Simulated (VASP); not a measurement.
# MgO (Periclase) (Fm-3m) in VASP: single point with PBEsol

Aim: the single point of MgO (Periclase) with PBEsol.

Everything below comes from runs of VASP 6.6.1. Logs are shortened: lines on timing, memory, paths and dates and some standing lists are left out, and cuts for length are marked.

### 1 The cell of the first run

The structure is cubic, space group Fm-3m (No. 225). Conventional cell: a = 4.217 Å, b = 4.217 Å, c = 4.217 Å, α = 90.00°, β = 90.00°, γ = 90.00°. Within 2.8 Å of Mg (site symmetry m-3m) lie 6 O at 2.11 Å. O (site symmetry m-3m) has 6 Mg at 2.11 Å within 2.8 Å.

### 2 Single point, PBEsol

INCAR

```
PREC = Accurate ; ENCUT = 600
EDIFF = 1E-6 ; ISMEAR = 1
SIGMA = 0.02 ; LREAL = False
LASPH = True ; NELM = 120
ALGO = Normal ; ISIF = 2
LWAVE = False ; LCHARG = False
GGA = PS ; NBANDS = 11
GGA_COMPAT = False
```

KPOINTS

```
Automatic mesh
0
Gamma
  5 5 5
```

POSCAR

```
MgO
1.0
    0.0000000000      2.1085000000      2.1085000000
    2.1085000000      0.0000000000      2.1085000000
    2.1085000000      2.1085000000      0.0000000000
Mg O
1 1
Direct
    0.0000000000      0.0000000000      0.0000000000
    0.5000000000      0.5000000000      0.5000000000
```

Potentials or basis: VASP PAW PBE potentials, release 64 (Mg, O).

The run is started by

```
$ cat potpaw_PBE.64/Mg/POTCAR potpaw_PBE.64/O/POTCAR > POTCAR
$ mpirun -np 1 vasp_std > vasp.out
```

OUTCAR:

```text
PREC = Accurate
   ENCUT = 600
   EDIFF = 1E-6
   ISMEAR = 1
   LREAL = False
   LASPH = True
   NELM = 120
   ISIF = 2
   GGA = PS

 ion  position               nearest neighbor table
   1  0.000  0.000  0.000-   2 2.11   2 2.11   2 2.11   2 2.11   2 2.11   2 2.11
   2  0.500  0.500  0.500-   1 2.11   1 2.11   1 2.11   1 2.11   1 2.11   1 2.11

  LATTYP: Found a face centered cubic cell.
 ALAT       =     4.2170000000

  Lattice vectors:

 A1 = (   0.0000000000,   2.1085000000,   2.1085000000)
 A2 = (   2.1085000000,   0.0000000000,   2.1085000000)
 A3 = (   2.1085000000,   2.1085000000,   0.0000000000)

Analysis of symmetry for initial positions (statically):
=====================================================================
 Subroutine PRICEL returns:
 Original cell was already a primitive cell.

 Routine SETGRP: Setting up the symmetry group for a
 face centered cubic supercell.

 Subroutine GETGRP returns: Found 48 space group operations
 (whereof 48 operations were pure point group operations)
 out of a pool of 48 trial point group operations.

The static configuration has the point symmetry O_h .

Analysis of symmetry for dynamics (positions and initial velocities):
=====================================================================
 Subroutine PRICEL returns:
 Original cell was already a primitive cell.

 Routine SETGRP: Setting up the symmetry group for a
 face centered cubic supercell.

 Subroutine GETGRP returns: Found 48 space group operations
 (whereof 48 operations were pure point group operations)
 out of a pool of 48 trial point group operations.

The dynamic configuration has the point symmetry O_h .

 Subroutine INISYM returns: Found 48 space group operations
 (whereof 48 operations are pure point group operations),
 and found     1 'primitive' translations

----------------------------------------------------------------------------------------

                                     Primitive cell

  volume of cell :      18.7478

  direct lattice vectors                    reciprocal lattice vectors
     0.000000000  2.108500000  2.108500000    -0.237135404  0.237135404  0.237135404
     2.108500000  0.000000000  2.108500000     0.237135404 -0.237135404  0.237135404
     2.108500000  2.108500000  0.000000000     0.237135404  0.237135404 -0.237135404

  length of vectors
     2.981869296  2.981869296  2.981869296     0.410730569  0.410730569  0.410730569

  position of ions in fractional coordinates (direct lattice)
     0.000000000  0.000000000  0.000000000
     0.500000000  0.500000000  0.500000000

  ion indices of the primitive-cell ions
   primitive index   ion index
                 1           1
                 2           2

----------------------------------------------------------------------------------------

 KPOINTS: Automatic mesh

Automatic generation of k-mesh.
 Grid dimensions read from file:
 generate k-points for:    5    5    5

 Generating k-lattice:

  Cartesian coordinates                     Fractional coordinates (reciprocal lattice)
    -0.047427081  0.047427081  0.047427081     0.200000000  0.000000000  0.000000000
     0.047427081 -0.047427081  0.047427081     0.000000000  0.200000000  0.000000000
     0.047427081  0.047427081 -0.047427081     0.000000000  0.000000000  0.200000000

  Length of vectors
     0.082146114  0.082146114  0.082146114

  Shift w.r.t. Gamma in fractional coordinates (k-lattice)
     0.000000000  0.000000000  0.000000000

 Subroutine IBZKPT returns following result:
 ===========================================

 Found     10 irreducible k-points:

 Following reciprocal coordinates:
            Coordinates               Weight
  0.000000  0.000000  0.000000      1.000000
  0.200000  0.000000  0.000000      8.000000
  0.400000  0.000000  0.000000      8.000000
  0.200000  0.200000  0.000000      6.000000
  0.400000  0.200000  0.000000     24.000000
 -0.400000  0.200000  0.000000     24.000000
 -0.200000  0.200000  0.000000     12.000000
  0.400000  0.400000  0.000000      6.000000
 -0.400000  0.400000  0.000000     12.000000
 -0.400000  0.400000  0.200000     24.000000
   k-points           NKPTS =     10   k-points in BZ     NKDIM =     10   number of bands    NBANDS=     11
   number of dos      NEDOS =    301   number of ions     NIONS =      2
   total plane-waves  NPLWV =  13824
   dimension x,y,z NGX =    24 NGY =   24 NGZ =   24
   dimension x,y,z NGXF=    48 NGYF=   48 NGZF=   48
   ions per type =               1   1
   NGX,Y,Z   is equivalent  to a cutoff of  13.38, 13.38, 13.38 a.u.
   NGXF,Y,Z  is equivalent  to a cutoff of  26.76, 26.76, 26.76 a.u.
 SYSTEM =  unknown system
   PREC   = accura    normal or accurate (medium, high low for compatibility)
   ISTART =      0    job   : 0-new  1-cont  2-samecut
   ICHARG =      2    charge: 1-file 2-atom 10-const
   ISPIN  =      1    spin polarized calculation?
   LNONCOLLINEAR =      F non collinear calculations
   LSORBIT =      F    spin-orbit coupling
   LASPH  =      T    aspherical Exc in radial PAW
   ENCUT  =  600.0 eV  44.10 Ry    6.64 a.u.   5.96  5.96  5.96*2*pi/ulx,y,z
   NELM   =    120;   NELMIN=  2; NELMDL= -5     # of ELM steps
   EDIFF  = 0.1E-05   stopping-criterion for ELM
   LREAL  =      F    real-space projection
   EDIFFG = 0.1E-04   stopping-criterion for IOM
   NSW    =      0    number of steps for IOM
   IBRION =     -1    ionic relax: 0-MD 1-quasi-New 2-CG
   NFREE  =      0    steps in history (QN), initial steepest desc. (CG)
   ISIF   =      2    stress and relaxation
   ISYM   =      2    0-nonsym 1-usesym 2-fastsym
   POTIM  = 0.5000    time-step for ionic-motion
   TEBEG  =    0.0;   TEEND  =   0.0 temperature during run
   PSTRESS=    0.0 pullay stress
   NELECT =       8.0000    total number of electrons
   NUPDOWN=      -1.0000    fix difference up-down
   EMIN   =  10.00;   EMAX   =-10.00  energy-range for DOS
   EFERMI =   0.00;   METHOD = LEGACY
   ISMEAR =     1;   SIGMA  =   0.02  broadening in eV -4-tet -1-fermi 0-gaus
   EFERMI_NEDOS =   21; number of points for ismear=-14 and -15
   IALGO  =     38    algorithm
   IMIX   =      4    mixing-type and parameters
     AMIX     =   0.40;   BMIX     =  1.00
     AMIX_MAG =   1.60;   BMIX_MAG =  1.00
  volume/ion in A,a.u.               =       9.37        63.26
  Fermi-wavevector in a.u.,A,eV,Ry     =   1.232503  2.329092 20.668107  1.519063
  Thomas-Fermi vector in A             =   2.367270
   LORBIT       =      0    0 simple, 1 ext, 2 COOP (PROOUT), +10 PAW based schemes
   GGA     = PS    functional components
   LHFCALC =     F    Hartree Fock is set to
   AEXX    =    0.0000 exact exchange contribution
   IVDW    =     0    specifies the selected vdW correction
   LEPSILON=     F    determine dielectric tensor
   LRPA    =     F    only Hartree local field effects (RPA)
 non-spin polarized calculation
 Methfessel and Paxton  Order N= 1 SIGMA  =   0.02
  energy-cutoff  :      600.00
  volume of cell :       18.75
 maximum number of plane-waves:       635
   NGX = 11   NGY = 11   NGZ = 11

 number of electron       8.0000005 magnetization

 Free energy of the ion-electron system (eV)
  ---------------------------------------------------
  ext. energy  EPLUGINS =         0.00000000
  ---------------------------------------------------
  free energy    TOTEN  =       -12.51304721 eV

  energy without entropy =      -12.51307504  energy(sigma->0) =      -12.51305648

 E-fermi :   3.0594     XC(G=0): -11.2924

 val. band max:        3.0425580780   @ k =   0.0000   0.0000   0.0000
 cond. band min:       7.6423489703   @ k =   0.0000   0.0000   0.0000
 fundamental gap:      4.5997908922
 Fermi energy:         3.0593956355

 k-point     1 :       0.0000    0.0000    0.0000
  band No.  band energies     occupation
      1     -14.1448      2.00000
      2       3.0426      2.00000
      3       3.0426      2.00000
      4       3.0426      2.00000
      5       7.6423      0.00000
      6      18.6543      0.00000
      7      18.6543      0.00000
      8      18.6543      0.00000
      9      22.4873      0.00000
     10      24.3670      0.00000
     11      24.3670      0.00000

 k-point     2 :       0.2000    0.0000    0.0000
  band No.  band energies     occupation
      1     -13.7432      2.00000
      2       1.0445      2.00000
      3       2.8013      2.00000
      4       2.8013      2.00000
      5       9.4705      0.00000
      6      15.8861      0.00000
      7      19.3810      0.00000
      8      19.3810      0.00000
      9      22.9410      0.00000
     10      22.9410      0.00000
     11      25.1061      0.00000

 k-point     3 :       0.4000    0.0000    0.0000
  band No.  band energies     occupation
      1     -12.9869      2.00000
      2      -1.2624      2.00000
      3       2.4415      2.00000
      4       2.4415      2.00000
      5      10.7219      0.00000
      6      15.3306      0.00000
      7      19.2943      0.00000
      8      19.2943      0.00000
      9      23.9541      0.00000
     10      24.6112      0.00000
     11      24.6112      0.00000

 k-point     4 :       0.2000    0.2000    0.0000
  band No.  band energies     occupation
      1     -13.6240      2.00000
      2       0.9923      2.00000
      3       2.5115      2.00000
      4       2.5115      2.00000
      5      10.1363      0.00000
      6      14.8841      0.00000
      7      19.6298      0.00000
      8      19.8369      0.00000
      9      19.8369      0.00000
     10      25.5838      0.00000
     11      28.9508      0.00000

 k-point     5 :       0.4000    0.2000    0.0000
  band No.  band energies     occupation
      1     -13.0032      2.00000
      2      -0.5422      2.00000
      3       1.7825      2.00000
      4       2.1608      2.00000
      5      11.9019      0.00000
      6      14.1790      0.00000
      7      17.2550      0.00000
      8      20.2692      0.00000
      9      21.5446      0.00000
     10      26.4572      0.00000
     11      28.5299      0.00000

 k-point     6 :      -0.4000    0.2000    0.0000
  band No.  band energies     occupation
      1     -12.7195      2.00000
      2      -1.0482      2.00000
      3       1.1222      2.00000
      4       2.2065      2.00000
      5      12.3046      0.00000
      6      15.1587      0.00000
      7      16.6048      0.00000
      8      20.0329      0.00000
      9      23.0400      0.00000
     10      25.2161      0.00000
     11      27.9196      0.00000

 k-point     7 :      -0.2000    0.2000    0.0000
  band No.  band energies     occupation
      1     -13.2263      2.00000
      2      -0.0886      2.00000
      3       1.6874      2.00000
      4       2.5949      2.00000
      5      11.3561      0.00000
      6      14.7600      0.00000
      7      17.9961      0.00000
      8      20.6687      0.00000
      9      21.3264      0.00000
     10      24.2097      0.00000
     11      27.6740      0.00000

 k-point     8 :       0.4000    0.4000    0.0000
  band No.  band energies     occupation
      1     -12.7337      2.00000
      2      -0.8554      2.00000
      3       1.7907      2.00000
      4       1.7907      2.00000
      5      12.2883      0.00000
      6      12.7459      0.00000
      7      16.1104      0.00000
      8      21.5423      0.00000
      9      21.5423      0.00000
     10      28.7470      0.00000
     11      28.9010      0.00000

 k-point     9 :      -0.4000    0.4000    0.0000
  band No.  band energies     occupation
      1     -12.5546      2.00000
      2      -0.7046      2.00000
      3       0.6742      2.00000
      4       1.8154      2.00000
      5      12.7239      0.00000
      6      14.1538      0.00000
      7      15.5899      0.00000
      8      21.1550      0.00000
      9      21.2260      0.00000
     10      29.2189      0.00000
     11      29.5920      0.00000

 k-point    10 :      -0.4000    0.4000    0.2000
  band No.  band energies     occupation
      1     -12.6223      2.00000
      2      -0.4888      2.00000
      3       0.6352      2.00000
      4       1.6457      2.00000
      5      13.9626      0.00000
      6      14.0089      0.00000
      7      15.5707      0.00000
      8      19.3792      0.00000
      9      23.3660      0.00000
     10      25.4893      0.00000
     11      30.3404      0.00000

------------------------ aborting loop because EDIFF is reached ----------------------------------------

  FORCE on cell =-STRESS in cart. coord.  units (eV):
  Direction    XX          YY          ZZ          XY          YZ          ZX
  --------------------------------------------------------------------------------------
  -------------------------------------------------------------------------------------
  Total       -0.1229105     -0.1229105     -0.1229105     -0.0000000     -0.0000000     -0.0000000
  in kB      -10.5038524    -10.5038524    -10.5038524     -0.0000000     -0.0000000     -0.0000000
  external PRESSURE =     -10.5038524 kB  Pullay stress =       0.0000000 kB

 VOLUME and BASIS-vectors are now :
 -----------------------------------------------------------------------------
  energy-cutoff  :      600.00
  volume of cell :       18.75
      direct lattice vectors                 reciprocal lattice vectors
     0.000000000  2.108500000  2.108500000    -0.237135404  0.237135404  0.237135404
     2.108500000  0.000000000  2.108500000     0.237135404 -0.237135404  0.237135404
     2.108500000  2.108500000  0.000000000     0.237135404  0.237135404 -0.237135404

 POSITION                                       TOTAL-FORCE (eV/Angst)
 -----------------------------------------------------------------------------------
      0.00000      0.00000      0.00000        -0.000000     -0.000000      0.000000
      2.10850      2.10850      2.10850         0.000000      0.000000     -0.000000
 -----------------------------------------------------------------------------------
    total drift:                               -0.000000     -0.000000      0.000000

  FREE ENERGIE OF THE ION-ELECTRON SYSTEM (eV)
  ---------------------------------------------------
  free  energy   TOTEN  =       -12.5130472062 eV

  energy  without entropy=      -12.5130750362  energy(sigma->0) =      -12.51305648
```

Wall time 5.1 s (1 thread of Intel Xeon 8259CL, shared host); peak memory 0.14 GiB.

Results:

```yaml
Free_energy: -12.5130 eV
Pressure: -1.1 GPa
Band_gap_on_the_k_mesh: 4.60 eV, direct
```

Caveat: the k points lie up to 0.52 Å⁻¹ apart; the PAW data sets were made with another functional, which shifts forces and pressure a little.
